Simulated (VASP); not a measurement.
# InAs (F-43m) in VASP: further runs, part 2 of 2

VASP 6.6.1. Earlier steps stand in the parts before.

## 4. Relaxation of cell and atoms, HSE06

This run uses another cell than the first one, of 28.50 Å³/atom.

Input file POSCAR:

```
InAs
1.0
    0.0000000000      3.0545916270      3.0545916270
    3.0545916270      0.0000000000      3.0545916270
    3.0545916270      3.0545916270      0.0000000000
In As
1 1
Direct
    0.0000000000      0.0000000000      0.0000000000
    0.2500000000      0.2500000000      0.2500000000
```

Input file INCAR.step1:

```
PREC     = Accurate       # precision mode
ENCUT    = 600            # plane-wave cutoff, eV
EDIFF    = 1E-5           # SCF threshold, eV
ISMEAR   = -1             # smearing method
SIGMA    = 0.02           # smearing width, eV
LREAL    = F              # projectors in reciprocal space
LASPH    = T              # aspherical terms in the spheres
NELM     = 80             # most SCF steps
ALGO     = Normal         # electronic algorithm
LWAVE    = T              # write WAVECAR
LCHARG   = F              # write CHGCAR
GGA      = PE             # functional
NBANDS   = 16             # bands
```

Input file INCAR.step2:

```
PREC     = Accurate       # precision mode
ENCUT    = 600            # plane-wave cutoff, eV
EDIFF    = 1E-6           # SCF threshold, eV
ISMEAR   = -1             # smearing method
SIGMA    = 0.02           # smearing width, eV
LREAL    = F              # projectors in reciprocal space
LASPH    = T              # aspherical terms in the spheres
NELM     = 80             # most SCF steps
ALGO     = Normal         # electronic algorithm
ISIF     = 3              # what is computed and relaxed
LWAVE    = F              # write WAVECAR
LCHARG   = F              # write CHGCAR
GGA      = PE             # functional
LHFCALC  = T              # exact exchange
HFSCREEN = 0.2079         # screening, 1/A
PRECFOCK = Normal       
IBRION   = 2              # ionic algorithm
NSW      = 80             # ionic steps
EDIFFG   = -0.005         # ionic threshold
ISTART   = 1
```

Input file KPOINTS:

```
regular mesh
0
Gamma
  4 4 4
```

Potentials or basis: VASP PAW PBE potentials, release 64 (In_d, As).

On the command line:

```console
$ cat potpaw_PBE.64/In_d/POTCAR potpaw_PBE.64/As/POTCAR > POTCAR
$ cp INCAR.step1 INCAR
$ mpirun -np 1 vasp_std > vasp.out
$ cp INCAR.step2 INCAR
$ mpirun -np 1 vasp_std > vasp.out
```

OUTCAR:

```text
PREC = Accurate
   ENCUT = 600
   EDIFF = 1E-6
   ISMEAR = -1
   LREAL = F
   LASPH = T
   NELM = 80
   ISIF = 3
   GGA = PE
   LHFCALC = T
   HFSCREEN = 0.2079
   PRECFOCK = Normal
   IBRION = 2
   NSW = 80
   EDIFFG = -0.005
   ISTART = 1

 ion  position               nearest neighbor table
   1  0.000  0.000  0.000-   2 2.65   2 2.65   2 2.65   2 2.65
   2  0.250  0.250  0.250-   1 2.65   1 2.65   1 2.65   1 2.65

  LATTYP: Found a face centered cubic cell.
 ALAT       =     6.1091832540

  Lattice vectors:

 A1 = (   0.0000000000,   3.0545916270,   3.0545916270)
 A2 = (   3.0545916270,   0.0000000000,   3.0545916270)
 A3 = (   3.0545916270,   3.0545916270,   0.0000000000)

Analysis of symmetry for initial positions (statically):
=====================================================================
 Subroutine PRICEL returns:
 Original cell was already a primitive cell.

 Routine SETGRP: Setting up the symmetry group for a
 face centered cubic supercell.

 Subroutine GETGRP returns: Found 24 space group operations
 (whereof 24 operations were pure point group operations)
 out of a pool of 48 trial point group operations.

The static configuration has the point symmetry T_d .

Analysis of symmetry for dynamics (positions and initial velocities):
=====================================================================
 Subroutine PRICEL returns:
 Original cell was already a primitive cell.

 Routine SETGRP: Setting up the symmetry group for a
 face centered cubic supercell.

 Subroutine GETGRP returns: Found 24 space group operations
 (whereof 24 operations were pure point group operations)
 out of a pool of 48 trial point group operations.

The dynamic configuration has the point symmetry T_d .

 Subroutine INISYM returns: Found 24 space group operations
[... 97 lines left out ...]
   IALGO  =     38    algorithm
   IMIX   =      1    mixing-type and parameters
     AMIX     =   0.40;   BMIX     =  1.00
     AMIX_MAG =   1.60;   BMIX_MAG =  1.00
  volume/ion in A,a.u.               =      28.50       192.33
  Fermi-wavevector in a.u.,A,eV,Ry     =   1.114814  2.106693 16.909468  1.242811
  Thomas-Fermi vector in A             =   2.251413
   LORBIT       =      0    0 simple, 1 ext, 2 COOP (PROOUT), +10 PAW based schemes
   GGA     = PE    functional components
   LHFCALC =     T    Hartree Fock is set to
   PRECFOCK=normal    Normal, Fast or Accurate (Low or Medium for compatibility)
   ENCUT4O =  -1.0   cutoff for four orbital integrals eV
   NKREDX  =     1    reduce k-point grid by
   NKREDY  =     1    reduce k-point grid by
   NKREDZ  =     1    reduce k-point grid by
   AEXX    =    0.2500 exact exchange contribution
   HFSCREEN=    0.2079 screening length (either q_TF or 0.3 A-1)
   HFSCREENC=   0.2079 screening length for correlation (either q_TF or 0.3 A-1)
   ENCUTFOCK=  -1.0 apply spherical cutoff to Coloumb kernel
   IVDW    =     0    specifies the selected vdW correction
   LEPSILON=     F    determine dielectric tensor
   LRPA    =     F    only Hartree local field effects (RPA)
 conjugate gradient relaxation of ions
 non-spin polarized calculation
  energy-cutoff  :      600.00
  volume of cell :       57.00
 maximum number of plane-waves:      1924
 NGX is ok and might be reduce to    36
  NGX = 28; NGY = 28; NGZ = 28

--------------------------------------- Ionic step        1  -------------------------------------------

 number of electron      18.0000002 magnetization

 Free energy of the ion-electron system (eV)
  ---------------------------------------------------
  ext. energy  EPLUGINS =         0.00000000
  ---------------------------------------------------
  free energy    TOTEN  =        -9.11106797 eV

  energy without entropy =       -9.11106686  energy(sigma->0) =       -9.11106741

------------------------ aborting loop because EDIFF is reached ----------------------------------------

  FORCE on cell =-STRESS in cart. coord.  units (eV):
  Direction    XX          YY          ZZ          XY          YZ          ZX
  --------------------------------------------------------------------------------------
  -------------------------------------------------------------------------------------
  Total       -0.0285057     -0.0285057     -0.0285057      0.0000000      0.0000000      0.0000000
  in kB       -0.8012223     -0.8012223     -0.8012223      0.0000000      0.0000000      0.0000000
  external PRESSURE =      -0.8012223 kB  Pullay stress =       0.0000000 kB
[... 131 lines left out ...]
--------------------------------------- Ionic step        5  -------------------------------------------

 number of electron      18.0000002 magnetization

 Free energy of the ion-electron system (eV)
  ---------------------------------------------------
  ext. energy  EPLUGINS =         0.00000000
  ---------------------------------------------------
  free energy    TOTEN  =        -9.11107154 eV

  energy without entropy =       -9.11107045  energy(sigma->0) =       -9.11107100

 E-fermi :   4.0270     XC(G=0):  -7.4604

 val. band max:        3.8160159358   @ k =   0.0000   0.0000   0.0000
 cond. band min:       4.2159676883   @ k =   0.0000   0.0000   0.0000
 fundamental gap:      0.3999517525
 Fermi energy:         4.0269784241

 k-point     1 :       0.0000    0.0000    0.0000
  band No.  band energies     occupation
      1     -12.2894      2.00000
      2     -12.2894      2.00000
      3     -12.2894      2.00000
      4     -12.1693      2.00000
      5     -12.1693      2.00000
      6      -8.9881      2.00000
      7       3.8160      1.99995
      8       3.8160      1.99995
      9       3.8160      1.99995
     10       4.2160      0.00016
     11       8.4683      0.00000
     12       8.4683      0.00000
     13       8.4683      0.00000
[... 139 lines left out ...]
  FREE ENERGIE OF THE ION-ELECTRON SYSTEM (eV)
  ---------------------------------------------------
  free  energy   TOTEN  =        -9.1110715369 eV

  energy  without entropy=       -9.1110704546  energy(sigma->0) =       -9.11107100

 reached required accuracy - stopping structural energy minimisation
```

OUTCAR.step1:

```text
PREC = Accurate
   ENCUT = 600
   EDIFF = 1E-5
   ISMEAR = -1
   LREAL = F
[... 354 lines left out ...]
      0.00000      0.00000      0.00000        -0.000000     -0.000000     -0.000000
      1.52730      1.52730      1.52730         0.000000      0.000000      0.000000
 -----------------------------------------------------------------------------------
    total drift:                               -0.000000     -0.000000     -0.000000

  FREE ENERGIE OF THE ION-ELECTRON SYSTEM (eV)
  ---------------------------------------------------
  free  energy   TOTEN  =        -7.5736866915 eV

  energy  without entropy=       -7.5724932274  energy(sigma->0) =       -7.57308996
```

OSZICAR.step1:

```text
N       E                     dE             d eps       ncg     rms          rms(c)
DAV:   1     0.125273720516E+03    0.12527E+03   -0.90052E+03   256   0.137E+03
DAV:   2     0.351610716220E+00   -0.12492E+03   -0.11882E+03   296   0.323E+02
DAV:   3    -0.763983669494E+01   -0.79914E+01   -0.79591E+01   328   0.751E+01
DAV:   4    -0.785809847883E+01   -0.21826E+00   -0.21820E+00   352   0.145E+01
DAV:   5    -0.786296590603E+01   -0.48674E-02   -0.48674E-02   328   0.173E+00    0.436E+00
DAV:   6    -0.759620294599E+01    0.26676E+00   -0.39574E-01   408   0.102E+01    0.243E+00
DAV:   7    -0.757088138183E+01    0.25322E-01   -0.12428E-01   360   0.294E+00    0.724E-01
DAV:   8    -0.757264590881E+01   -0.17645E-02   -0.13820E-02   336   0.132E+00    0.186E-01
DAV:   9    -0.757344039815E+01   -0.79449E-03   -0.11091E-03   304   0.284E-01    0.105E-01
DAV:  10    -0.757362853826E+01   -0.18814E-03   -0.19924E-04   336   0.190E-01    0.589E-02
DAV:  11    -0.757368576309E+01   -0.57225E-04   -0.13128E-04   288   0.114E-01    0.396E-02
DAV:  12    -0.757368669149E+01   -0.92841E-06   -0.58290E-06   248   0.248E-02
   1 F= -.75736867E+01 E0= -.75730900E+01  d E =-.119346E-02
```

Wall time 53 min (1 thread of Intel Xeon 8259CL, shared host); peak memory 0.34 GiB.

What came out:

```yaml
Free_energy: -9.1111 eV
Relaxed_volume: 28.49 Å³/atom
Relaxed_cell: a = 4.319 Å, b = 4.319 Å, c = 4.319 Å, α = 60.00°, β = 60.00°, γ = 60.00°
Space_group_after_relaxing_to_0.1_Å: F-43m (No. 216)
Energy_gained_by_relaxing: 0.0 meV/atom
Ionic_steps: 5
Pressure_after_relaxing: 0.0 GPa
Band_gap_on_the_k_mesh: 0.40 eV
```

Final structure:
```xyz
2
Lattice="0.0000 3.0543 3.0543 3.0543 0.0000 3.0543 3.0543 3.0543 0.0000" Properties=species:S:1:pos:R:3 pbc="T T T"
In    0.0000    0.0000    0.0000
As    1.5272    1.5272    1.5272
```

Levels at points of the mesh, in eV from the valence-band top:
```tsv
k point	band 7	band 8	band 9	band 10	band 11	band 12
(0.00, 0.00, 0.00)	0.00	0.00	0.00	0.40	4.65	4.65
(0.50, 0.00, 0.00)	-6.08	-1.02	-1.02	1.60	5.43	5.43
(0.50, 0.50, 0.00)	-6.17	-2.41	-2.41	2.18	2.73	10.11
```

Caveat: the k points lie up to 0.45 Å⁻¹ apart in the final cell; the PAW data sets were made with another functional, which shifts forces and pressure a little; spin-orbit coupling is left out, which moves the levels of the heavy elements.

## 5. The runs side by side

```csv
task,level,cell,k mesh,cutoff (eV),grid for exact exchange (PRECFOCK),share of exact exchange,screening parameter,gap on the mesh (eV),pressure (GPa),relaxed volume (Å³/atom)
relaxation of cell and atoms,r2SCAN,"relaxed from a = 4.376 Å, angles 60.0°, 2 atoms",6 × 6 × 6,600,-,-,-,0.07,0.0,28.52
single point,HSE06,"a = 4.322 Å, angles 60.0°, 2 atoms",4 × 4 × 4,520,Normal,0.25,0.2079 1/Å,0.39,-0.2,-
relaxation of cell and atoms,HSE06,"relaxed from a = 4.320 Å, angles 60.0°, 2 atoms",4 × 4 × 4,600,Normal,0.25,0.2079 1/Å,0.40,0.0,28.49
```

Alike in all rows: potentials or basis VASP PAW PBE potentials, release 64 (In_d, As); no spin polarisation; smearing fermi-dirac 0.02 eV.

Caveats: some runs use coarse meshes; the PAW data sets were made with another functional, which shifts forces and pressure a little; spin-orbit coupling is left out, which moves the levels of the heavy elements.

Absolute energies hang on the potentials; compare differences alone.
